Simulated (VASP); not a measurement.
Here is a VASP 6.6.1 calculation.

Contents of INCAR:

```
ALGO = Normal
EDIFF = 1E-7
ENCUT = 520
GGA = PS
ISIF = 2
ISMEAR = -1
LASPH = True
LCHARG = False
LREAL = False
LWAVE = False
NBANDS = 11
NELM = 80
PREC = Accurate
SIGMA = 0.05
```

Contents of KPOINTS:

```
k-points
0
Gamma
  9 9 9
```

The input POSCAR:

```
NaH
1.0
    0.0000000000      2.4236236676      2.4236236676
    2.4236236676      0.0000000000      2.4236236676
    2.4236236676      2.4236236676      0.0000000000
Na H
1 1
Direct
    0.0000000000      0.0000000000      0.0000000000
    0.5000000000      0.5000000000      0.5000000000
```

Potentials or basis: VASP PAW PBE potentials, release 64 (Na_pv, H).

Run with:

```console
$ cat potpaw_PBE.64/Na_pv/POTCAR potpaw_PBE.64/H/POTCAR > POTCAR
$ mpirun -np 1 vasp_std > vasp.out
```

(1) What does it give for the band gap on the k mesh?

(2) What does it give for the pressure?

## Answers

(1) 3.86 eV, indirect (least direct gap 4.59 eV).

(2) -0.8 GPa.

Caveat: the PAW data sets were made with another functional, which shifts forces and pressure a little.
